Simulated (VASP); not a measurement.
# Mo6CO in VASP: further runs

Mo6CO is run at these levels: PBE; tasks: single point.

All numbers are computed with VASP 6.6.1; they aren't measurements. Logs are shortened: lines on timing, memory, paths and dates and some standing lists are left out, and cuts for length are marked.

**1. The cell of the first run**

The cell holds a slab with vacuum, 8 atoms: a = 4.470 Å, b = 4.470 Å, c = 22.260 Å, α = 90.00°, β = 90.00°, γ = 120.00°.

**2. Single point, PBE**

The input, INCAR:

```
ALGO     = Normal         # electronic algorithm
DIPOL    = 0.5 0.5 0.342
EDIFF    = 1E-6           # SCF threshold, eV
ENCUT    = 520            # plane-wave cutoff, eV
GGA      = PE             # functional
IDIPOL   = 3            
ISIF     = 2              # what is computed and relaxed
ISMEAR   = 0              # smearing method
LASPH    = T              # aspherical terms in the spheres
LCHARG   = T              # write CHGCAR
LDIPOL   = T            
LELF     = T              # ELF
LREAL    = F              # projectors in reciprocal space
LVACPOTAV= T            
LVHAR    = T            
LWAVE    = F              # write WAVECAR
NBANDS   = 57             # bands
NELM     = 80             # most SCF steps
PREC     = Accurate       # precision mode
SIGMA    = 0.1            # smearing width, eV
```

The input, KPOINTS:

```
k-points
0
Gamma
  6 6 1
```

The input, POSCAR:

```
Mo6CO
1.0
    4.4695765303      0.0000000000      0.0000000000
   -2.2347882651      3.8707668194      0.0000000000
    0.0000000000      0.0000000000     22.2595667262
Mo C O
6 1 1
Direct
    0.6666666667      0.3333333333      0.1796980170
    0.3333333333      0.6666666667      0.2206848206
    0.0000000000      0.0000000000      0.2616716241
    0.6666666667      0.3333333333      0.2990464568
    0.3333333333      0.6666666667      0.3355219825
    0.0000000000      0.0000000000      0.3710569405
    0.1666666667      0.3333333333      0.5134676190
    0.2415872221      0.4831744442      0.5585983028
```

Potentials or basis: VASP PAW PBE potentials, release 64 (Mo_sv, C, O).

Run with:

```sh
> cat potpaw_PBE.64/Mo_sv/POTCAR potpaw_PBE.64/C/POTCAR potpaw_PBE.64/O/POTCAR > POTCAR
> mpirun -np 1 vasp_std > vasp.out
```

OUTCAR:

```text
EDIFF = 1E-6
   ENCUT = 520
   GGA = PE
   ISIF = 2
   ISMEAR = 0
   LASPH = T
   LREAL = F
   NELM = 80
   PREC = Accurate

 ion  position               nearest neighbor table
   1  0.667  0.333  0.180-   4 2.66   2 2.74   2 2.74   2 2.74   3 3.16   3 3.16   3 3.16
   2  0.333  0.667  0.221-   5 2.56   3 2.74   3 2.74   3 2.74   1 2.74   1 2.74   1 2.74   4 3.11
                             4 3.11   4 3.11
   3  0.000  0.000  0.262-   6 2.43   4 2.71   4 2.71   4 2.71   2 2.74   2 2.74   2 2.74   5 3.06
                             5 3.06   5 3.06   1 3.16   1 3.16   1 3.16
   4  0.667  0.333  0.299-   1 2.66   5 2.71   5 2.71   5 2.71   3 2.71   3 2.71   3 2.71   6 3.04
                             6 3.04   6 3.04   2 3.11   2 3.11   2 3.11
   5  0.333  0.667  0.336-   2 2.56   6 2.70   6 2.70   6 2.70   4 2.71   4 2.71   4 2.71   3 3.06
                             3 3.06   3 3.06
   6  0.000  0.000  0.371-   3 2.43   5 2.70   5 2.70   5 2.70   4 3.04   4 3.04   4 3.04
   7  0.167  0.333  0.513-   8 1.16
   8  0.242  0.483  0.559-   7 1.16

  LATTYP: Found a hexagonal cell.
 ALAT       =     4.4695765303
 C/A-ratio  =     4.9802406504

  Lattice vectors:

 A1 = (   4.4695765303,   0.0000000000,   0.0000000000)
 A2 = (  -2.2347882651,   3.8707668194,   0.0000000000)
 A3 = (   0.0000000000,   0.0000000000,  22.2595667262)

Analysis of symmetry for initial positions (statically):
=====================================================================
 Subroutine PRICEL returns:
 Original cell was already a primitive cell.

 Routine SETGRP: Setting up the symmetry group for a
 hexagonal supercell.

 Subroutine GETGRP returns: Found  2 space group operations
 (whereof  2 operations were pure point group operations)
 out of a pool of 24 trial point group operations.

The static configuration has the point symmetry C_1h.

Analysis of symmetry for dynamics (positions and initial velocities):
=====================================================================
 Subroutine PRICEL returns:
 Original cell was already a primitive cell.

 Routine SETGRP: Setting up the symmetry group for a
 hexagonal supercell.

 Subroutine GETGRP returns: Found  2 space group operations
 (whereof  2 operations were pure point group operations)
 out of a pool of 24 trial point group operations.

The dynamic configuration has the point symmetry C_1h.

 Subroutine INISYM returns: Found  2 space group operations
 (whereof  2 operations are pure point group operations),
 and found     1 'primitive' translations

----------------------------------------------------------------------------------------

                                     Primitive cell

  volume of cell :     385.1058

  direct lattice vectors                    reciprocal lattice vectors
     4.469576530  0.000000000  0.000000000     0.223734842  0.129173371  0.000000000
    -2.234788265  3.870766819  0.000000000     0.000000000  0.258346743  0.000000000
     0.000000000  0.000000000 22.259566726     0.000000000  0.000000000  0.044924504

  length of vectors
     4.469576530  4.469576530 22.259566726     0.258346743  0.258346743  0.044924504

  position of ions in fractional coordinates (direct lattice)
     0.666666667  0.333333333  0.179698017
     0.333333333  0.666666667  0.220684821
     0.000000000  0.000000000  0.261671624
     0.666666667  0.333333333  0.299046457
     0.333333333  0.666666667  0.335521982
     0.000000000  0.000000000  0.371056940
     0.166666667  0.333333333  0.513467619
     0.241587222  0.483174444  0.558598303

  ion indices of the primitive-cell ions
   primitive index   ion index
                 1           1
                 2           2
                 3           3
                 4           4
                 5           5
                 6           6
                 7           7
                 8           8

----------------------------------------------------------------------------------------

 KPOINTS: k-points

Automatic generation of k-mesh.
 Grid dimensions read from file:
 generate k-points for:    6    6    1

 Generating k-lattice:

  Cartesian coordinates                     Fractional coordinates (reciprocal lattice)
     0.037289140  0.021528895  0.000000000     0.166666667  0.000000000  0.000000000
     0.000000000  0.043057790  0.000000000     0.000000000  0.166666667  0.000000000
     0.000000000  0.000000000  0.044924504     0.000000000  0.000000000  1.000000000

  Length of vectors
     0.043057790  0.043057790  0.044924504

  Shift w.r.t. Gamma in fractional coordinates (k-lattice)
     0.000000000  0.000000000  0.000000000

 Subroutine IBZKPT returns following result:
 ===========================================

 Found     13 irreducible k-points:

 Following reciprocal coordinates:
            Coordinates               Weight
  0.000000  0.000000  0.000000      1.000000
  0.166667  0.000000  0.000000      4.000000
  0.000000  0.166667  0.000000      2.000000
  0.333333  0.000000  0.000000      4.000000
  0.000000  0.333333  0.000000      2.000000
  0.500000  0.000000  0.000000      2.000000
  0.000000  0.500000  0.000000      1.000000
  0.166667  0.166667  0.000000      4.000000
 -0.333333  0.166667  0.000000      2.000000
  0.333333  0.166667  0.000000      4.000000
 -0.166667  0.500000  0.000000      4.000000
  0.500000  0.333333  0.000000      4.000000
  0.333333  0.333333  0.000000      2.000000
   k-points           NKPTS =     13   k-points in BZ     NKDIM =     13   number of bands    NBANDS=     57
   number of dos      NEDOS =    301   number of ions     NIONS =      8
   total plane-waves  NPLWV = 217728
   dimension x,y,z NGX =    36 NGY =   36 NGZ =  168
   dimension x,y,z NGXF=    72 NGYF=   72 NGZF=  336
   ions per type =               6   1   1
   NGX,Y,Z   is equivalent  to a cutoff of  13.39, 13.39, 12.55 a.u.
   NGXF,Y,Z  is equivalent  to a cutoff of  26.78, 26.78, 25.09 a.u.
 SYSTEM =  unknown system
   PREC   = accura    normal or accurate (medium, high low for compatibility)
   ISTART =      0    job   : 0-new  1-cont  2-samecut
   ICHARG =      2    charge: 1-file 2-atom 10-const
   ISPIN  =      1    spin polarized calculation?
   LNONCOLLINEAR =      F non collinear calculations
   LSORBIT =      F    spin-orbit coupling
   LASPH  =      T    aspherical Exc in radial PAW
   ENCUT  =  520.0 eV  38.22 Ry    6.18 a.u.   8.31  8.31 41.39*2*pi/ulx,y,z
   NELM   =     80;   NELMIN=  2; NELMDL= -5     # of ELM steps
   EDIFF  = 0.1E-05   stopping-criterion for ELM
   LREAL  =      F    real-space projection
   EDIFFG = 0.1E-04   stopping-criterion for IOM
   NSW    =      0    number of steps for IOM
   IBRION =     -1    ionic relax: 0-MD 1-quasi-New 2-CG
   NFREE  =      0    steps in history (QN), initial steepest desc. (CG)
   ISIF   =      2    stress and relaxation
   ISYM   =      2    0-nonsym 1-usesym 2-fastsym
   POTIM  = 0.5000    time-step for ionic-motion
   TEBEG  =    0.0;   TEEND  =   0.0 temperature during run
   PSTRESS=    0.0 pullay stress
   NELECT =      94.0000    total number of electrons
   NUPDOWN=      -1.0000    fix difference up-down
   EMIN   =  10.00;   EMAX   =-10.00  energy-range for DOS
   EFERMI =   0.00;   METHOD = LEGACY
   ISMEAR =     0;   SIGMA  =   0.10  broadening in eV -4-tet -1-fermi 0-gaus
   EFERMI_NEDOS =   21; number of points for ismear=-14 and -15
   IALGO  =     38    algorithm
   IMIX   =      4    mixing-type and parameters
     AMIX     =   0.40;   BMIX     =  1.00
     AMIX_MAG =   1.60;   BMIX_MAG =  1.00
  volume/ion in A,a.u.               =      48.14       324.85
  Fermi-wavevector in a.u.,A,eV,Ry     =   1.023114  1.933405 14.242069  1.046763
  Thomas-Fermi vector in A             =   2.156830
   LORBIT       =      0    0 simple, 1 ext, 2 COOP (PROOUT), +10 PAW based schemes
   GGA     = PE    functional components
   LHFCALC =     F    Hartree Fock is set to
   AEXX    =    0.0000 exact exchange contribution
   IVDW    =     0    specifies the selected vdW correction
   LEPSILON=     F    determine dielectric tensor
   LRPA    =     F    only Hartree local field effects (RPA)
 non-spin polarized calculation
 Gauss-broadening in eV      SIGMA  =   0.10
  energy-cutoff  :      520.00
  volume of cell :      385.11
 maximum number of plane-waves:     10413
 NGX is ok and might be reduce to    36
   NGX = 17   NGY = 17   NGZ = 83

 dipolmoment           0.000000      0.000000     -0.011640 electrons x Angstroem

 number of electron      94.0000009 magnetization

 dipolmoment           0.000000      0.000000      0.048464 electrons x Angstroem

 Free energy of the ion-electron system (eV)
  ---------------------------------------------------
  ext. energy  EPLUGINS =         0.00000000
  ---------------------------------------------------
  free energy    TOTEN  =       -73.63379957 eV

  energy without entropy =      -73.58195368  energy(sigma->0) =      -73.60787663

 E-fermi :   0.6487     XC(G=0):  -5.0398

 val. band max:        0.6430265670   @ k =   0.3333   0.0000   0.0000
 cond. band min:       0.6599290586   @ k =   0.0000   0.0000   0.0000
 fundamental gap:      0.0169024916
 Fermi energy:         0.6487142143

 k-point     1 :       0.0000    0.0000    0.0000
  band No.  band energies     occupation
      1     -60.5043      2.00000
      2     -60.2754      2.00000
      3     -60.2228      2.00000
      4     -60.2043      2.00000
      5     -60.0575      2.00000
      6     -59.9976      2.00000
[... 49 lines left out ...]
     56       2.4859      0.00000
     57       2.6083      0.00000

 k-point     2 :       0.1667    0.0000    0.0000
  band No.  band energies     occupation
      1     -60.4829      2.00000
      2     -60.2748      2.00000
      3     -60.2309      2.00000
      4     -60.2030      2.00000
      5     -60.0626      2.00000
      6     -60.0087      2.00000
[... 49 lines left out ...]
     56       2.3868      0.00000
     57       2.6372      0.00000

 k-point     3 :       0.0000    0.1667    0.0000
  band No.  band energies     occupation
      1     -60.4829      2.00000
      2     -60.2748      2.00000
      3     -60.2310      2.00000
      4     -60.2030      2.00000
      5     -60.0626      2.00000
      6     -60.0087      2.00000
[... 534 lines left out ...]
      1     -60.3819      2.00000
      2     -60.3129      2.00000
      3     -60.2645      2.00000
      4     -60.1783      2.00000
      5     -60.0819      2.00000
      6     -60.0467      2.00000
[... 49 lines left out ...]
     56       2.2890      0.00000
     57       2.3633      0.00000

 k-point    13 :       0.3333    0.3333    0.0000
  band No.  band energies     occupation
      1     -60.3410      2.00000
      2     -60.3269      2.00000
      3     -60.2881      2.00000
      4     -60.1700      2.00000
      5     -60.0873      2.00000
      6     -60.0535      2.00000
[... 49 lines left out ...]
     56       2.1440      0.00000
     57       2.2724      0.00000

------------------------ aborting loop because EDIFF is reached ----------------------------------------

  FORCE on cell =-STRESS in cart. coord.  units (eV):
  Direction    XX          YY          ZZ          XY          YZ          ZX
  --------------------------------------------------------------------------------------
  -------------------------------------------------------------------------------------
  Total       -5.4782435     -6.0361755     -3.8247760     -0.0000000     -1.1462310     -0.0000000
  in kB      -22.7914428    -25.1126385    -15.9124296     -0.0000000     -4.7687289     -0.0000000
  external PRESSURE =     -21.2721703 kB  Pullay stress =       0.0000000 kB

 VOLUME and BASIS-vectors are now :
 -----------------------------------------------------------------------------
  energy-cutoff  :      520.00
  volume of cell :      385.11
      direct lattice vectors                 reciprocal lattice vectors
     4.469576530  0.000000000  0.000000000     0.223734842  0.129173371  0.000000000
    -2.234788265  3.870766819  0.000000000     0.000000000  0.258346743  0.000000000
     0.000000000  0.000000000 22.259566726     0.000000000  0.000000000  0.044924504

 POSITION                                       TOTAL-FORCE (eV/Angst)
 -----------------------------------------------------------------------------------
      2.23479      1.29026      4.00000        -0.000000     -0.025374      1.429379
     -0.00000      2.58051      4.91235         0.000000      0.019648     -0.204137
      0.00000      0.00000      5.82470        -0.000000     -0.012818     -1.460365
      2.23479      1.29026      6.65664         0.000000      0.045595     -0.177542
     -0.00000      2.58051      7.46857         0.000000      0.047784      0.100982
      0.00000      0.00000      8.25957         0.000000      0.051458      0.550669
      0.00000      1.29026     11.42957         0.000000      0.574749      1.103447
      0.00000      1.87026     12.43416        -0.000000     -0.701041     -1.342434
 -----------------------------------------------------------------------------------
    total drift:                                0.000000     -0.000054     -0.000334

  FREE ENERGIE OF THE ION-ELECTRON SYSTEM (eV)
  ---------------------------------------------------
  free  energy   TOTEN  =       -73.6337995727 eV

  energy  without entropy=      -73.5819536820  energy(sigma->0) =      -73.60787663

 vacuum level on the upper side and lower side of the slab         4.713         4.206
```

Wall time 6.5 min (1 thread of Intel Xeon 6975P-C (Granite Rapids), shared host); peak memory 0.62 GiB.

What came out:

* Free energy: -73.6338 eV
* Largest force: 1.514 eV/Å
* Band gap on the k mesh: zero (bands 47 and 48 overlap by 0.04 eV)

Forces on the atoms (eV/Å):
```
Mo   0.000 -0.025  1.429
Mo   0.000  0.020 -0.204
Mo   0.000 -0.013 -1.460
Mo   0.000  0.046 -0.178
Mo   0.000  0.048  0.101
Mo   0.000  0.051  0.551
C    0.000  0.575  1.103
O    0.000 -0.701 -1.342
```

**3. Single point, PBE**

The input, INCAR:

```
SYSTEM = Mo6CO
  PREC = Accurate
  ENCUT = 520
  EDIFF = 1E-7
  ISMEAR = 0
  SIGMA = 0.1
  LREAL = .FALSE.
  LASPH = .TRUE.
  NELM = 60
  ALGO = Normal
  ISIF = 2
  LWAVE = .FALSE.
  LCHARG = .FALSE.
  LDIPOL = .TRUE.
  IDIPOL = 3
  DIPOL = 0.5 0.5 0.324
  GGA = PE
  NBANDS = 57
```

The input, KPOINTS:

```
Automatic mesh
0
G
  6 6 1
  0 0 0
```

POSCAR: that of step 2 with these lines changed.

```diff
@@ -14,3 +14,3 @@
     0.0000000000      0.0000000000      0.3710569405
-    0.1666666667      0.3333333333      0.5134676190
-    0.2415872221      0.4831744442      0.5585983028
+    0.1666666667      0.3333333333      0.4438346374
+    0.2726203322      0.5452406645      0.4806836864
```

Potentials or basis: VASP PAW PBE potentials, release 64 (Mo_sv, C, O).

Run with:

```sh
> cat potpaw_PBE.64/Mo_sv/POTCAR potpaw_PBE.64/C/POTCAR potpaw_PBE.64/O/POTCAR > POTCAR
> mpirun -np 1 vasp_std > vasp.out
```

OUTCAR:

```text
SYSTEM = Mo6CO
   PREC = Accurate
   ENCUT = 520
   EDIFF = 1E-7
   ISMEAR = 0
   LREAL = .FALSE.
   LASPH = .TRUE.
   NELM = 60
   ISIF = 2
   GGA = PE

 ion  position               nearest neighbor table
   1  0.667  0.333  0.180-   4 2.66   2 2.74   2 2.74   2 2.74   3 3.16   3 3.16   3 3.16
   2  0.333  0.667  0.221-   5 2.56   3 2.74   3 2.74   3 2.74   1 2.74   1 2.74   1 2.74   4 3.11
                             4 3.11   4 3.11
   3  0.000  0.000  0.262-   6 2.43   4 2.71   4 2.71   4 2.71   2 2.74   2 2.74   2 2.74   5 3.06
                             5 3.06   5 3.06   1 3.16   1 3.16   1 3.16
   4  0.667  0.333  0.299-   1 2.66   5 2.71   5 2.71   5 2.71   3 2.71   3 2.71   3 2.71   6 3.04
                             6 3.04   6 3.04   2 3.11   2 3.11   2 3.11
   5  0.333  0.667  0.336-   2 2.56   6 2.70   6 2.70   6 2.70   4 2.71   4 2.71   4 2.71   7 2.73
[... 996 lines left out ...]
  energy-cutoff  :      520.00
  volume of cell :      385.11
      direct lattice vectors                 reciprocal lattice vectors
     4.469576530  0.000000000  0.000000000     0.223734842  0.129173371  0.000000000
    -2.234788265  3.870766819  0.000000000     0.000000000  0.258346743  0.000000000
     0.000000000  0.000000000 22.259566726     0.000000000  0.000000000  0.044924504

 POSITION                                       TOTAL-FORCE (eV/Angst)
 -----------------------------------------------------------------------------------
      2.23479      1.29026      4.00000        -0.000000     -0.033891      1.646629
     -0.00000      2.58051      4.91235        -0.000000     -0.057965     -0.241174
      0.00000      0.00000      5.82470         0.000000      0.308579     -2.516583
      2.23479      1.29026      6.65664         0.000000      0.072150     -0.762871
     -0.00000      2.58051      7.46857        -0.000000     -0.033965      0.430322
      0.00000      0.00000      8.25957        -0.000000     -0.762835      1.637144
      0.00000      1.29026      9.87957        -0.000000     -0.015871     -1.611432
     -0.00000      2.11050     10.69981         0.000000      0.523798      1.417964
 -----------------------------------------------------------------------------------
    total drift:                                0.000002      0.000258      0.000467

  FREE ENERGIE OF THE ION-ELECTRON SYSTEM (eV)
  ---------------------------------------------------
  free  energy   TOTEN  =       -74.7341474836 eV

  energy  without entropy=      -74.6966935993  energy(sigma->0) =      -74.71542054

 vacuum level on the upper side and lower side of the slab         5.184         3.707
```

OSZICAR:

```text
N       E                     dE             d eps       ncg     rms          rms(c)
DAV:   1     0.895768819709E+03    0.89577E+03   -0.57840E+04  2002   0.144E+03
DAV:   2    -0.353847816573E+02   -0.93115E+03   -0.90862E+03  1737   0.409E+02
DAV:   3    -0.793157723880E+02   -0.43931E+02   -0.42308E+02  1831   0.764E+01
[... 25 lines left out ...]
DAV:  29    -0.747341451038E+02   -0.32801E-05   -0.16072E-07  1220   0.149E-03    0.461E-04
DAV:  30    -0.747341466957E+02   -0.15919E-05   -0.71147E-08  1156   0.802E-04    0.120E-04
DAV:  31    -0.747341471789E+02   -0.48322E-06   -0.94219E-09  1028   0.297E-04    0.952E-05
DAV:  32    -0.747341473870E+02   -0.20812E-06   -0.24867E-09   964   0.177E-04    0.406E-05
DAV:  33    -0.747341474836E+02   -0.96567E-07    0.14285E-11   922   0.118E-04
   1 F= -.74734147E+02 E0= -.74715421E+02  d E =-.374539E-01
```

stdout:

```text
POSCAR found type information on POSCAR MoC O
 POSCAR found :  3 types and       8 ions
 scaLAPACK will be used
 LDA part: xc-table for (Slater+PW92), standard interpolation
 POSCAR, INCAR and KPOINTS ok, starting setup
 FFT: planning ... GRIDC
 FFT: planning ... GRID_SOFT
 FFT: planning ... GRID
 WAVECAR not read
 entering main loop
```

Wall time 7.1 min (1 thread of Intel Xeon 6975P-C (Granite Rapids), shared host); peak memory 0.63 GiB.

Results:

* Free energy: -74.7341 eV
* Largest force: 2.535 eV/Å
* Band gap on the k mesh: 0.02 eV (least direct gap 0.08 eV)

Forces in eV/Å, atoms in the order of the input:
```
Mo   0.000 -0.034  1.647
Mo   0.000 -0.058 -0.241
Mo   0.000  0.309 -2.517
Mo   0.000  0.072 -0.763
Mo   0.000 -0.034  0.430
Mo   0.000 -0.763  1.637
C    0.000 -0.016 -1.611
O    0.000  0.524  1.418
```

Levels at points of the mesh, in eV from the valence-band top:
| k point | band 45 | band 46 | band 47 | band 48 | band 49 | band 50 |
| --- | --- | --- | --- | --- | --- | --- |
| (0.00, 0.00, 0.00) | -1.19 | -1.19 | -0.70 | 0.28 | 0.65 | 0.79 |
| (0.50, 0.00, 0.00) | -0.77 | -0.16 | -0.05 | 0.16 | 0.23 | 0.58 |
| (0.00, 0.50, 0.00) | -0.66 | -0.20 | -0.02 | 0.06 | 0.37 | 0.62 |

Caveat: the smearing spreads over this small gap; semilocal functionals underestimate gaps, and a narrow one can read as zero.

[end of part 1 of 2]

The gap in the log of VASP goes by the Fermi energy; the results here count the filled bands.